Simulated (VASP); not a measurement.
# H11C2NO4 in VASP: notebook, part 2 of 2

VASP 6.6.1. The steps go on from the part before.

### 3 Single point, r2SCAN+D3(BJ)

The input, POSCAR:

```
H11C2NO4
1.0
    5.9154820000      0.0000000000      0.0000000000
    0.0000000000      5.9154820000      0.0000000000
    0.0000000000      0.0000000000      5.9154820000
O H C N
4 11 2 1
Direct
    0.3527016057      0.2592350040      0.2444940243
    0.6710695764      0.9566422483      0.0972363706
    0.2689214505      0.7417654217      0.0537910520
    1.0061563876      0.9433212712      0.7206006205
    0.2715416935      0.3902133419      0.1778891390
    0.2214189816      0.1646695907      0.2712374072
    0.7339554072      1.0108897297     -0.0431917467
    0.5918368106      1.0817208133      0.1656500688
    0.1613224417      0.8023183910     -0.0625139253
    0.3984628810      0.8304479669      0.0483308038
    0.9686277466      0.8222322374      0.6028418310
    1.1399409211      1.0010173305      0.6591686020
    0.6877038929      0.4336924700      0.8638518383
    0.5702831992      0.2817183790      0.6357892730
    0.8435829912      0.4262712658      0.5959615801
    0.6647133742      0.4361436650      0.6765129198
    0.5376231387      0.6228909157      0.6038223090
    0.4499379763      0.7953029018      0.5893349012
```

The input, INCAR.step1:

```
SYSTEM = H11C2NO4
ALGO = Normal ; EDIFF = 1E-5
ENCUT = 580 ; GGA = PE
GGA_COMPAT = .FALSE. ; ISMEAR = -1
LASPH = .TRUE. ; LCHARG = .FALSE.
LREAL = .FALSE. ; LWAVE = .TRUE.
NBANDS = 39 ; NELM = 120
PREC = Accurate ; SIGMA = 0.02
```

The input, INCAR.step2:

```
SYSTEM = H11C2NO4
ALGO = Normal ; EDIFF = 1E-6
ENCUT = 580 ; GGA_COMPAT = .FALSE.
ISIF = 2 ; ISMEAR = -1
ISTART = 1 ; IVDW = 12
LASPH = .TRUE. ; LCHARG = .FALSE.
LMIXTAU = .TRUE. ; LREAL = .FALSE.
LWAVE = .FALSE. ; METAGGA = R2SCAN
NBANDS = 39 ; NELM = 120
PREC = Accurate ; SIGMA = 0.02
VDW_A1 = 0.49484001 ; VDW_A2 = 5.73083694
VDW_S6 = 1.0 ; VDW_S8 = 0.78981345
```

The input, KPOINTS:

```
k-points
0
G
  1 1 1
  0 0 0
```

Potentials or basis: VASP PAW PBE potentials, release 64 (O, H, C, N).

Started as:

```
$ cat potpaw_PBE.64/O/POTCAR potpaw_PBE.64/H/POTCAR potpaw_PBE.64/C/POTCAR potpaw_PBE.64/N/POTCAR > POTCAR
$ cp INCAR.step1 INCAR
$ mpirun -np 1 vasp_gam > vasp.out
$ cp INCAR.step2 INCAR
$ mpirun -np 1 vasp_gam > vasp.out
```

OUTCAR:

```text
SYSTEM = H11C2NO4
   EDIFF = 1E-6
   ENCUT = 580
   ISIF = 2
   ISMEAR = -1
   ISTART = 1
   IVDW = 12
   LASPH = .TRUE.
   LREAL = .FALSE.
   METAGGA = R2SCAN
   NELM = 120
   PREC = Accurate
 IVDW          = 12

 ion  position               nearest neighbor table
   1  0.353  0.259  0.244-   6 0.97   5 0.99
   2  0.671  0.957  0.097-   8 0.96   7 0.97
   3  0.269  0.742  0.054-  10 0.93   9 1.00
   4  0.006  0.943  0.721-  12 0.94  11 1.02
   5  0.272  0.390  0.178-   1 0.99
   6  0.221  0.165  0.271-   1 0.97
   7  0.734  0.011  0.957-   2 0.97
   8  0.592  0.082  0.166-   2 0.96
   9  0.161  0.802  0.937-   3 1.00
  10  0.398  0.830  0.048-   3 0.93
  11  0.969  0.822  0.603-   4 1.02
  12  0.140  0.001  0.659-   4 0.94
  13  0.688  0.434  0.864-  16 1.12
  14  0.570  0.282  0.636-  16 1.10
  15  0.844  0.426  0.596-  16 1.16
  16  0.665  0.436  0.677-  14 1.10  13 1.12  15 1.16  17 1.40
  17  0.538  0.623  0.604-  18 1.15  16 1.40
  18  0.450  0.795  0.589-  17 1.15

  LATTYP: Found a simple cubic cell.
 ALAT       =     5.9154820000

  Lattice vectors:

 A1 = (   5.9154820000,   0.0000000000,   0.0000000000)
 A2 = (   0.0000000000,   5.9154820000,   0.0000000000)
 A3 = (   0.0000000000,   0.0000000000,   5.9154820000)

Analysis of symmetry for initial positions (statically):
=====================================================================
 Subroutine PRICEL returns:
 Original cell was already a primitive cell.

 Routine SETGRP: Setting up the symmetry group for a
 simple cubic supercell.

 Subroutine GETGRP returns: Found  1 space group operations
 (whereof  1 operations were pure point group operations)
 out of a pool of 48 trial point group operations.

The static configuration has the point symmetry C_1 .

Analysis of symmetry for dynamics (positions and initial velocities):
=====================================================================
 Subroutine PRICEL returns:
 Original cell was already a primitive cell.

 Routine SETGRP: Setting up the symmetry group for a
 simple cubic supercell.

 Subroutine GETGRP returns: Found  1 space group operations
 (whereof  1 operations were pure point group operations)
 out of a pool of 48 trial point group operations.

The dynamic configuration has the point symmetry C_1 .

 Subroutine INISYM returns: Found  1 space group operations
 (whereof  1 operations are pure point group operations),
 and found     1 'primitive' translations

----------------------------------------------------------------------------------------

                                     Primitive cell

  volume of cell :     207.0000

  direct lattice vectors                    reciprocal lattice vectors
     5.915482000  0.000000000  0.000000000     0.169047932  0.000000000  0.000000000
     0.000000000  5.915482000  0.000000000     0.000000000  0.169047932  0.000000000
     0.000000000  0.000000000  5.915482000     0.000000000  0.000000000  0.169047932

  length of vectors
     5.915482000  5.915482000  5.915482000     0.169047932  0.169047932  0.169047932

  position of ions in fractional coordinates (direct lattice)
     0.352701606  0.259235004  0.244494024
     0.671069576  0.956642248  0.097236371
     0.268921451  0.741765422  0.053791052
     0.006156388  0.943321271  0.720600621
     0.271541693  0.390213342  0.177889139
     0.221418982  0.164669591  0.271237407
[... 10 lines left out ...]
     0.537623139  0.622890916  0.603822309
     0.449937976  0.795302902  0.589334901

  ion indices of the primitive-cell ions
   primitive index   ion index
                 1           1
                 2           2
                 3           3
                 4           4
                 5           5
                 6           6
[... 10 lines left out ...]
                17          17
                18          18

----------------------------------------------------------------------------------------

 KPOINTS: k-points

Automatic generation of k-mesh.
 Grid dimensions read from file:
 generate k-points for:    1    1    1

 Generating k-lattice:

  Cartesian coordinates                     Fractional coordinates (reciprocal lattice)
     0.169047932  0.000000000  0.000000000     1.000000000  0.000000000  0.000000000
     0.000000000  0.169047932  0.000000000     0.000000000  1.000000000  0.000000000
     0.000000000  0.000000000  0.169047932     0.000000000  0.000000000  1.000000000

  Length of vectors
     0.169047932  0.169047932  0.169047932

  Shift w.r.t. Gamma in fractional coordinates (k-lattice)
     0.000000000  0.000000000  0.000000000

 Subroutine IBZKPT returns following result:
 ===========================================

 Found      1 irreducible k-points:

 Following reciprocal coordinates:
            Coordinates               Weight
  0.000000  0.000000  0.000000      1.000000
   k-points           NKPTS =      1   k-points in BZ     NKDIM =      1   number of bands    NBANDS=     39
   number of dos      NEDOS =    301   number of ions     NIONS =     18
   total plane-waves  NPLWV = 110592
   dimension x,y,z NGX =    48 NGY =   48 NGZ =   48
   dimension x,y,z NGXF=    96 NGYF=   96 NGZF=   96
   ions per type =               4  11   2   1
   NGX,Y,Z   is equivalent  to a cutoff of  13.49, 13.49, 13.49 a.u.
   NGXF,Y,Z  is equivalent  to a cutoff of  26.98, 26.98, 26.98 a.u.
 SYSTEM =  H11C2NO4
   PREC   = accura    normal or accurate (medium, high low for compatibility)
   ISTART =      1    job   : 0-new  1-cont  2-samecut
   ICHARG =      0    charge: 1-file 2-atom 10-const
   ISPIN  =      1    spin polarized calculation?
   LNONCOLLINEAR =      F non collinear calculations
   LSORBIT =      F    spin-orbit coupling
   LASPH  =      T    aspherical Exc in radial PAW
   ENCUT  =  580.0 eV  42.63 Ry    6.53 a.u.  11.62 11.62 11.62*2*pi/ulx,y,z
   NELM   =    120;   NELMIN=  2; NELMDL=  0     # of ELM steps
   EDIFF  = 0.1E-05   stopping-criterion for ELM
   LREAL  =      F    real-space projection
   EDIFFG = 0.1E-04   stopping-criterion for IOM
   NSW    =      0    number of steps for IOM
   IBRION =     -1    ionic relax: 0-MD 1-quasi-New 2-CG
   NFREE  =      0    steps in history (QN), initial steepest desc. (CG)
   ISIF   =      2    stress and relaxation
   ISYM   =      2    0-nonsym 1-usesym 2-fastsym
   POTIM  = 0.5000    time-step for ionic-motion
   TEBEG  =    0.0;   TEEND  =   0.0 temperature during run
   PSTRESS=    0.0 pullay stress
   NELECT =      48.0000    total number of electrons
   NUPDOWN=      -1.0000    fix difference up-down
   EMIN   =  10.00;   EMAX   =-10.00  energy-range for DOS
   EFERMI =   0.00;   METHOD = LEGACY
   ISMEAR =    -1;   SIGMA  =   0.02  broadening in eV -4-tet -1-fermi 0-gaus
   EFERMI_NEDOS =   21; number of points for ismear=-14 and -15
   IALGO  =     38    algorithm
   IMIX   =      4    mixing-type and parameters
     AMIX     =   0.40;   BMIX     =  1.00
     AMIX_MAG =   1.60;   BMIX_MAG =  1.00
  volume/ion in A,a.u.               =      11.50        77.61
  Fermi-wavevector in a.u.,A,eV,Ry     =   1.005769  1.900629 13.763275  1.011572
  Thomas-Fermi vector in A             =   2.138470
   LORBIT       =      0    0 simple, 1 ext, 2 COOP (PROOUT), +10 PAW based schemes
   METAGGA = R2SCAN    functional components
   LHFCALC =     F    Hartree Fock is set to
   AEXX    =    0.0000 exact exchange contribution
   IVDW    =    12    specifies the selected vdW correction
   LEPSILON=     F    determine dielectric tensor
   LRPA    =     F    only Hartree local field effects (RPA)
 non-spin polarized calculation
  energy-cutoff  :      580.00
  volume of cell :      207.00
 maximum number of plane-waves:      3310
 NGX is ok and might be reduce to    48
   NGX = 23   NGY = 23   NGZ = 23

 number of electron      48.0000006 magnetization

 Free energy of the ion-electron system (eV)
  ---------------------------------------------------
  ext. energy  EPLUGINS =         0.00000000
  ---------------------------------------------------
  free energy    TOTEN  =      -101.51781945 eV

  energy without entropy =     -101.51781945  energy(sigma->0) =     -101.51781945

 E-fermi :  -2.9256     XC(G=0):  -6.8258

 val. band max:       -3.5077989904   @ k =   0.0000   0.0000   0.0000
 cond. band min:       1.1461693390   @ k =   0.0000   0.0000   0.0000
 fundamental gap:      4.6539683294
 Fermi energy:        -2.9256064788

 k-point     1 :       0.0000    0.0000    0.0000
  band No.  band energies     occupation
      1     -24.2844      2.00000
      2     -23.8552      2.00000
      3     -23.2137      2.00000
      4     -22.3747      2.00000
      5     -21.0739      2.00000
      6     -17.1816      2.00000
[... 28 lines left out ...]
     35       7.1693      0.00000
     36       7.6689      0.00000
 [bands above 36 left out]

------------------------ aborting loop because EDIFF is reached ----------------------------------------

 Edisp (eV)   -0.32938

 E8    (eV) :    -0.0511

  FORCE on cell =-STRESS in cart. coord.  units (eV):
  Direction    XX          YY          ZZ          XY          YZ          ZX
  --------------------------------------------------------------------------------------
  -------------------------------------------------------------------------------------
  Total       0.06292     1.07016    -2.45824     0.79632    -1.18164    -1.05982
  in kB       0.48702     8.28305   -19.02671     6.16354    -9.14586    -8.20298
  external pressure =       -3.42 kB  Pullay stress =        0.00 kB

 VOLUME and BASIS-vectors are now :
 -----------------------------------------------------------------------------
  energy-cutoff  :      580.00
  volume of cell :      207.00
      direct lattice vectors                 reciprocal lattice vectors
     5.915482000  0.000000000  0.000000000     0.169047932  0.000000000  0.000000000
     0.000000000  5.915482000  0.000000000     0.000000000  0.169047932  0.000000000
     0.000000000  0.000000000  5.915482000     0.000000000  0.000000000  0.169047932

 POSITION                                       TOTAL-FORCE (eV/Angst)
 -----------------------------------------------------------------------------------
      2.08640      1.53350      1.44630        -1.578483      0.908835     -0.231516
      3.96970      5.65900      0.57520         0.431511     -0.197986     -0.069200
      1.59080      4.38790      0.31820        -3.409946     -1.384757     -0.537802
      0.03642      5.58020      4.26270        -2.287471     -2.114003     -1.171032
      1.60630      2.30830      1.05230         1.175120      0.059234      0.170977
      1.30980      0.97410      1.60450         0.465314     -0.625914      0.109340
[... 10 lines left out ...]
      3.18030      3.68470      3.57190         0.709637      0.492555      0.810352
      2.66160      4.70460      3.48620        -0.879104      1.067348     -0.854716
 -----------------------------------------------------------------------------------
    total drift:                               -0.000753     -0.000048      0.001156

  FREE ENERGIE OF THE ION-ELECTRON SYSTEM (eV)
  ---------------------------------------------------
  free  energy   TOTEN  =      -101.8472028271 eV

  energy  without entropy=     -101.8472028271  energy(sigma->0) =     -101.84720283
```

Wall time 86 s (1 thread of AMD EPYC 9R14 (Zen 4), shared host); peak memory 0.3 GiB.

What came out:

```yaml
Free_energy: -101.8472 eV
Pressure: -0.3 GPa
Largest_force: 3.719 eV/Å
Dispersion_energy_per_atom: -0.018 eV
```

Forces in eV/Å, atoms in the order of the input:
```
O   -1.578  0.909 -0.232
O    0.432 -0.198 -0.069
O   -3.410 -1.385 -0.538
O   -2.287 -2.114 -1.171
H    1.175  0.059  0.171
H    0.465 -0.626  0.109
H    0.159 -0.054 -0.059
H   -0.311  0.369  0.071
H    0.933 -0.477  0.985
H    2.181  1.145 -0.079
H    0.285  1.628  1.569
H    1.834  0.681 -0.578
H   -0.198  0.414 -0.713
H    0.347 -0.245 -0.206
H   -1.789  0.039  0.583
C    1.932 -1.706  0.201
C    0.710  0.493  0.810
N   -0.879  1.067 -0.855
```

Stress tensor (GPa, compression positive):
```
 0.05  0.62 -0.82
 0.62  0.83 -0.91
-0.82 -0.91 -1.90
```

Levels at points of the mesh, in eV from the Fermi level:
```
           k point  band 22  band 23  band 24  band 25  band 26  band 27
(0.00, 0.00, 0.00)    -1.83    -1.27    -0.58     4.07     5.47     5.91
```

Caveat: the k points lie up to 1.06 Å⁻¹ apart; the PAW data sets were made with another functional, which shifts forces and pressure a little.
